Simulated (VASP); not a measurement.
# InAs (rock salt) (Fm-3m) in VASP: a series of runs

Runs on InAs (rock salt). Level: r2SCAN. Tasks: single point.

Everything below comes from runs of VASP 6.6.1. Logs are shortened: lines on timing, memory, paths and dates and some standing lists are left out, and cuts for length are marked.

## (1) The cell of the first run

The structure is cubic, space group Fm-3m (No. 225). The conventional cell has a = 5.743 Å, b = 5.743 Å, c = 5.743 Å, α = 90.00°, β = 90.00°, γ = 90.00°. In (site symmetry m-3m) has 6 As at 2.87 Å within 3.8 Å. As (site symmetry m-3m) has 6 In at 2.87 Å within 3.8 Å.

## (2) Single point, r2SCAN (volume scaled by 1.05)

The input, POSCAR:

```
InAs
1.0
    0.0000000000      2.8713197080      2.8713197080
    2.8713197080      0.0000000000      2.8713197080
    2.8713197080      2.8713197080      0.0000000000
In As
1 1
Direct
    0.0000000000      0.0000000000      0.0000000000
    0.5000000000      0.5000000000      0.5000000000
```

The input, INCAR.step1:

```
SYSTEM = InAs
ALGO = Normal
EDIFF = 1E-4
ENCUT = 520
GGA = PE
ISMEAR = 0
LASPH = .True.
LCHARG = .False.
LREAL = .False.
LWAVE = .True.
NBANDS = 16
NELM = 100
PREC = Accurate
SIGMA = 0.1
```

The input, INCAR.step2:

```
SYSTEM = InAs
ALGO = Normal
EDIFF = 1E-6
ENCUT = 520
ISIF = 2
ISMEAR = 0
ISTART = 1
LASPH = .True.
LCHARG = .False.
LMIXTAU = .True.
LREAL = .False.
LWAVE = .False.
METAGGA = R2SCAN
NBANDS = 16
NELM = 100
PREC = Accurate
SIGMA = 0.1
```

The input, KPOINTS:

```
k-points
0
Gamma
  20 20 20
  0 0 0
```

Potentials or basis: VASP PAW PBE potentials, release 64 (In_d, As).

Launch:

```
$ cat potpaw_PBE.64/In_d/POTCAR potpaw_PBE.64/As/POTCAR > POTCAR
$ cp INCAR.step1 INCAR
$ mpirun -np 1 vasp_std > vasp.out
$ cp INCAR.step2 INCAR
$ mpirun -np 1 vasp_std > vasp.out
```

OUTCAR:

```text
SYSTEM = InAs
   EDIFF = 1E-6
   ENCUT = 520
   ISIF = 2
   ISMEAR = 0
   ISTART = 1
   LASPH = .True.
   LREAL = .False.
   METAGGA = R2SCAN
   NELM = 100
   PREC = Accurate

 ion  position               nearest neighbor table
   1  0.000  0.000  0.000-   2 2.87   2 2.87   2 2.87   2 2.87   2 2.87   2 2.87
   2  0.500  0.500  0.500-   1 2.87   1 2.87   1 2.87   1 2.87   1 2.87   1 2.87

  LATTYP: Found a face centered cubic cell.
 ALAT       =     5.7426394160

  Lattice vectors:

 A1 = (   0.0000000000,   2.8713197080,   2.8713197080)
 A2 = (   2.8713197080,   0.0000000000,   2.8713197080)
 A3 = (   2.8713197080,   2.8713197080,   0.0000000000)

Analysis of symmetry for initial positions (statically):
=====================================================================
 Subroutine PRICEL returns:
 Original cell was already a primitive cell.

 Routine SETGRP: Setting up the symmetry group for a
 face centered cubic supercell.

 Subroutine GETGRP returns: Found 48 space group operations
 (whereof 48 operations were pure point group operations)
 out of a pool of 48 trial point group operations.

The static configuration has the point symmetry O_h .

Analysis of symmetry for dynamics (positions and initial velocities):
=====================================================================
 Subroutine PRICEL returns:
 Original cell was already a primitive cell.

 Routine SETGRP: Setting up the symmetry group for a
 face centered cubic supercell.

 Subroutine GETGRP returns: Found 48 space group operations
 (whereof 48 operations were pure point group operations)
 out of a pool of 48 trial point group operations.

The dynamic configuration has the point symmetry O_h .

 Subroutine INISYM returns: Found 48 space group operations
 (whereof 48 operations are pure point group operations),
 and found     1 'primitive' translations

----------------------------------------------------------------------------------------

                                     Primitive cell

  volume of cell :      47.3451

  direct lattice vectors                    reciprocal lattice vectors
     0.000000000  2.871319708  2.871319708    -0.174135955  0.174135955  0.174135955
     2.871319708  0.000000000  2.871319708     0.174135955 -0.174135955  0.174135955
     2.871319708  2.871319708  0.000000000     0.174135955  0.174135955 -0.174135955

  length of vectors
     4.060659273  4.060659273  4.060659273     0.301612322  0.301612322  0.301612322

  position of ions in fractional coordinates (direct lattice)
     0.000000000  0.000000000  0.000000000
     0.500000000  0.500000000  0.500000000

  ion indices of the primitive-cell ions
   primitive index   ion index
                 1           1
                 2           2

----------------------------------------------------------------------------------------

 KPOINTS: k-points

Automatic generation of k-mesh.
 Grid dimensions read from file:
 generate k-points for:   20   20   20

 Generating k-lattice:

  Cartesian coordinates                     Fractional coordinates (reciprocal lattice)
    -0.008706798  0.008706798  0.008706798     0.050000000  0.000000000  0.000000000
     0.008706798 -0.008706798  0.008706798     0.000000000  0.050000000  0.000000000
     0.008706798  0.008706798 -0.008706798     0.000000000  0.000000000  0.050000000

  Length of vectors
     0.015080616  0.015080616  0.015080616

  Shift w.r.t. Gamma in fractional coordinates (k-lattice)
     0.000000000  0.000000000  0.000000000

 Subroutine IBZKPT returns following result:
 ===========================================

 Found    256 irreducible k-points:

 Following reciprocal coordinates:
            Coordinates               Weight
  0.000000  0.000000  0.000000      1.000000
  0.050000  0.000000  0.000000      8.000000
  0.100000  0.000000  0.000000      8.000000
  0.150000  0.000000  0.000000      8.000000
  0.200000  0.000000  0.000000      8.000000
  0.250000  0.000000  0.000000      8.000000
[... 16 lines left out ...]
 -0.400000  0.050000  0.000000     24.000000
 -0.350000  0.050000  0.000000     24.000000
 [... further k-points ...]
   k-points           NKPTS =    256   k-points in BZ     NKDIM =    256   number of bands    NBANDS=     16
   number of dos      NEDOS =    301   number of ions     NIONS =      2
   total plane-waves  NPLWV =  27000
   dimension x,y,z NGX =    30 NGY =   30 NGZ =   30
   dimension x,y,z NGXF=    60 NGYF=   60 NGZF=   60
   ions per type =               1   1
   NGX,Y,Z   is equivalent  to a cutoff of  12.28, 12.28, 12.28 a.u.
   NGXF,Y,Z  is equivalent  to a cutoff of  24.56, 24.56, 24.56 a.u.
 SYSTEM =  InAs
   PREC   = accura    normal or accurate (medium, high low for compatibility)
   ISTART =      1    job   : 0-new  1-cont  2-samecut
   ICHARG =      0    charge: 1-file 2-atom 10-const
   ISPIN  =      1    spin polarized calculation?
   LNONCOLLINEAR =      F non collinear calculations
   LSORBIT =      F    spin-orbit coupling
   LASPH  =      T    aspherical Exc in radial PAW
   ENCUT  =  520.0 eV  38.22 Ry    6.18 a.u.   7.55  7.55  7.55*2*pi/ulx,y,z
   NELM   =    100;   NELMIN=  2; NELMDL=  0     # of ELM steps
   EDIFF  = 0.1E-05   stopping-criterion for ELM
   LREAL  =      F    real-space projection
   EDIFFG = 0.1E-04   stopping-criterion for IOM
   NSW    =      0    number of steps for IOM
   IBRION =     -1    ionic relax: 0-MD 1-quasi-New 2-CG
   NFREE  =      0    steps in history (QN), initial steepest desc. (CG)
   ISIF   =      2    stress and relaxation
   ISYM   =      2    0-nonsym 1-usesym 2-fastsym
   POTIM  = 0.5000    time-step for ionic-motion
   TEBEG  =    0.0;   TEEND  =   0.0 temperature during run
   PSTRESS=    0.0 pullay stress
   NELECT =      18.0000    total number of electrons
   NUPDOWN=      -1.0000    fix difference up-down
   EMIN   =  10.00;   EMAX   =-10.00  energy-range for DOS
   EFERMI =   0.00;   METHOD = LEGACY
   ISMEAR =     0;   SIGMA  =   0.10  broadening in eV -4-tet -1-fermi 0-gaus
   EFERMI_NEDOS =   21; number of points for ismear=-14 and -15
   IALGO  =     38    algorithm
   IMIX   =      4    mixing-type and parameters
     AMIX     =   0.40;   BMIX     =  1.00
     AMIX_MAG =   1.60;   BMIX_MAG =  1.00
  volume/ion in A,a.u.               =      23.67       159.75
  Fermi-wavevector in a.u.,A,eV,Ry     =   1.185971  2.241160 19.136969  1.406528
  Thomas-Fermi vector in A             =   2.322154
   LORBIT       =      0    0 simple, 1 ext, 2 COOP (PROOUT), +10 PAW based schemes
   METAGGA = R2SCAN    functional components
   LHFCALC =     F    Hartree Fock is set to
   AEXX    =    0.0000 exact exchange contribution
   IVDW    =     0    specifies the selected vdW correction
   LEPSILON=     F    determine dielectric tensor
   LRPA    =     F    only Hartree local field effects (RPA)
 non-spin polarized calculation
 Gauss-broadening in eV      SIGMA  =   0.10
  energy-cutoff  :      520.00
  volume of cell :       47.35
 maximum number of plane-waves:      1298
   NGX = 15   NGY = 15   NGZ = 15

 number of electron      17.9999999 magnetization

 Free energy of the ion-electron system (eV)
  ---------------------------------------------------
  ext. energy  EPLUGINS =         0.00000000
  ---------------------------------------------------
  free energy    TOTEN  =       -37.57171545 eV

  energy without entropy =      -37.56470712  energy(sigma->0) =      -37.56821128

 E-fermi :   5.8248     XC(G=0): -10.7020

 val. band max:        5.8179422203   @ k =  -0.1500   0.0500   0.0000
 cond. band min:       5.8337293811   @ k =   0.4500   0.3500   0.1000
 fundamental gap:      0.0157871608
 Fermi energy:         5.8247977562

 k-point     1 :       0.0000    0.0000    0.0000
  band No.  band energies     occupation
      1      -9.0692      2.00000
      2      -9.0692      2.00000
      3      -9.0363      2.00000
      4      -9.0363      2.00000
      5      -9.0363      2.00000
      6      -6.7885      2.00000
[... 8 lines left out ...]
     15      13.8956      0.00000
     16      13.8956      0.00000

 k-point     2 :       0.0500    0.0000    0.0000
  band No.  band energies     occupation
      1      -9.0702      2.00000
      2      -9.0702      2.00000
      3      -9.0363      2.00000
      4      -9.0353      2.00000
      5      -9.0353      2.00000
      6      -6.7600      2.00000
[... 8 lines left out ...]
     15      13.7965      0.00000
     16      14.0094      0.00000

 k-point     3 :       0.1000    0.0000    0.0000
  band No.  band energies     occupation
      1      -9.0734      2.00000
      2      -9.0734      2.00000
      3      -9.0364      2.00000
      4      -9.0321      2.00000
      5      -9.0320      2.00000
      6      -6.6751      2.00000
[... 8 lines left out ...]
     15      13.8909      0.00000
     16      13.9921      0.00000

 k-point     4 :       0.1500    0.0000    0.0000
  band No.  band energies     occupation
      1      -9.0789      2.00000
      2      -9.0789      2.00000
      3      -9.0367      2.00000
      4      -9.0265      2.00000
      5      -9.0265      2.00000
      6      -6.5357      2.00000
[... 8 lines left out ...]
     15      14.1730      0.00000
     16      14.1730      0.00000

 k-point     5 :       0.2000    0.0000    0.0000
  band No.  band energies     occupation
      1      -9.0863      2.00000
      2      -9.0863      2.00000
      3      -9.0372      2.00000
      4      -9.0189      2.00000
      5      -9.0189      2.00000
      6      -6.3457      2.00000
[... 8 lines left out ...]
     15      14.5792      0.00000
     16      14.5792      0.00000

 k-point     6 :       0.2500    0.0000    0.0000
  band No.  band energies     occupation
      1      -9.0948      2.00000
      2      -9.0947      2.00000
      3      -9.0380      2.00000
      4      -9.0103      2.00000
      5      -9.0102      2.00000
      6      -6.1117      2.00000
[... 8 lines left out ...]
     15      15.0931      0.00000
     16      15.0931      0.00000

 k-point     7 :       0.3000    0.0000    0.0000
  band No.  band energies     occupation
      1      -9.1034      2.00000
      2      -9.1034      2.00000
      3      -9.0390      2.00000
      4      -9.0014      2.00000
      5      -9.0014      2.00000
      6      -5.8453      2.00000
[... 8 lines left out ...]
     15      15.7033      0.00000
     16      15.7033      0.00000

 k-point     8 :       0.3500    0.0000    0.0000
  band No.  band energies     occupation
      1      -9.1112      2.00000
      2      -9.1112      2.00000
      3      -9.0401      2.00000
      4      -8.9932      2.00000
      5      -8.9932      2.00000
      6      -5.5659      2.00000
[... 8 lines left out ...]
     15      16.3958      0.00000
     16      16.3958      0.00000

 k-point     9 :       0.4000    0.0000    0.0000
  band No.  band energies     occupation
      1      -9.1175      2.00000
      2      -9.1174      2.00000
      3      -9.0411      2.00000
      4      -8.9867      2.00000
      5      -8.9867      2.00000
      6      -5.3052      2.00000
[... 8 lines left out ...]
     15      17.1457      0.00000
     16      17.1457      0.00000
[... 172 lines left out ...]
 k-point    19 :       0.4000    0.0500    0.0000
  band No.  band energies     occupation
      1      -9.1239      2.00000
      2      -9.1109      2.00000
      3      -9.0400      2.00000
      4      -8.9921      2.00000
      5      -8.9862      2.00000
      6      -5.3595      2.00000
[... 8 lines left out ...]
     15      16.9386      0.00000
     16      17.3809      0.00000

 k-point    20 :       0.4500    0.0500    0.0000
  band No.  band energies     occupation
      1      -9.1275      2.00000
      2      -9.1169      2.00000
      3      -9.0405      2.00000
      4      -8.9866      2.00000
      5      -8.9820      2.00000
      6      -5.1376      2.00000
[... 8 lines left out ...]
     15      17.7333      0.00000
     16      18.0617      0.00000

 k-point    21 :       0.5000    0.0500    0.0000
  band No.  band energies     occupation
      1      -9.1284      2.00000
      2      -9.1206      2.00000
      3      -9.0408      2.00000
      4      -8.9834      2.00000
      5      -8.9807      2.00000
      6      -5.0193      2.00000
[... 8 lines left out ...]
     15      18.2951      0.00000
     16      18.3924      0.00000

 k-point    22 :      -0.4500    0.0500    0.0000
  band No.  band energies     occupation
      1      -9.1263      2.00000
      2      -9.1217      2.00000
      3      -9.0407      2.00000
      4      -8.9829      2.00000
      5      -8.9822      2.00000
      6      -5.0443      2.00000
[... 8 lines left out ...]
     15      17.7569      0.00000
     16      18.5959      0.00000

 k-point    23 :      -0.4000    0.0500    0.0000
  band No.  band energies     occupation
      1      -9.1215      2.00000
      2      -9.1200      2.00000
      3      -9.0403      2.00000
      4      -8.9865      2.00000
      5      -8.9851      2.00000
      6      -5.2034      2.00000
[... 8 lines left out ...]
     15      16.9819      0.00000
     16      18.1407      0.00000

 k-point    24 :      -0.3500    0.0500    0.0000
  band No.  band energies     occupation
      1      -9.1158      2.00000
      2      -9.1144      2.00000
      3      -9.0396      2.00000
      4      -8.9929      2.00000
      5      -8.9898      2.00000
      6      -5.4477      2.00000
[... 8 lines left out ...]
     15      16.2157      0.00000
     16      17.3959      0.00000

 [... further k-points ...]
[... 5 lines left out ...]
  --------------------------------------------------------------------------------------
  -------------------------------------------------------------------------------------
  Total       -0.5777108     -0.5777108     -0.5777108     -0.0000000     -0.0000000     -0.0000000
  in kB      -19.5499854    -19.5499854    -19.5499854     -0.0000000     -0.0000000     -0.0000000
  external PRESSURE =     -19.5499854 kB  Pullay stress =       0.0000000 kB

 VOLUME and BASIS-vectors are now :
 -----------------------------------------------------------------------------
  energy-cutoff  :      520.00
  volume of cell :       47.35
      direct lattice vectors                 reciprocal lattice vectors
     0.000000000  2.871319708  2.871319708    -0.174135955  0.174135955  0.174135955
     2.871319708  0.000000000  2.871319708     0.174135955 -0.174135955  0.174135955
     2.871319708  2.871319708  0.000000000     0.174135955  0.174135955 -0.174135955

 POSITION                                       TOTAL-FORCE (eV/Angst)
 -----------------------------------------------------------------------------------
      0.00000      0.00000      0.00000         0.000000     -0.000000      0.000000
      2.87132      2.87132      2.87132        -0.000000      0.000000     -0.000000
 -----------------------------------------------------------------------------------
    total drift:                               -0.000000      0.000000      0.000000

  FREE ENERGIE OF THE ION-ELECTRON SYSTEM (eV)
  ---------------------------------------------------
  free  energy   TOTEN  =       -37.5717154497 eV

  energy  without entropy=      -37.5647071200  energy(sigma->0) =      -37.56821128
```

Wall time 12 min (1 thread of Intel Xeon Platinum 8488C (Sapphire Rapids), shared host); peak memory 0.33 GiB.

Results:

| Quantity | Value |
| --- | --- |
| Free energy | -37.5717 eV |
| Pressure | -2.0 GPa |
| Band gap on the k mesh | zero (band 9 reaches 6.17 eV, above the bottom of band 10 at 3.48 eV) |

Caveat: the PAW data sets were made with another functional, which shifts forces and pressure a little; spin-orbit coupling is left out, which moves the levels of the heavy elements.

(Part 1 of 2 ends here.)
